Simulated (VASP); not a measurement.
Runs of VASP 6.6.1 on CaS. The structure is that of space group Fm-3m (No. 225), or close to it. The cells are those of the table. 

```tsv
cell	smearing	gap on the mesh (eV)	pressure (GPa)
a = 4.039 Å, angles 60.0°, 2 atoms	gaussian 0.01 eV	2.38	(c)
a = 4.169 Å, angles 60.0°, 2 atoms	gaussian 0.02 eV	2.55	(b)
a = 4.118 Å, angles 60.0°, 2 atoms	methfessel-paxton 0.02 eV	2.49	-2.8
a = 4.079 Å, angles 60.0°, 2 atoms	gaussian 0.02 eV	(a)	-1.5
```

Alike in all rows: level PBE; potentials or basis VASP PAW PBE potentials, release 64 (Ca_sv, S); no spin polarisation; k mesh 8 × 8 × 8; cutoff (eV) 500.

Question: Estimate the missing entries.

Answer: (a) 2.44; (b) -4.4; (c) 0.1.

Caveats: the cell stands under tension (at least some runs).

A k mesh can miss the band edges.
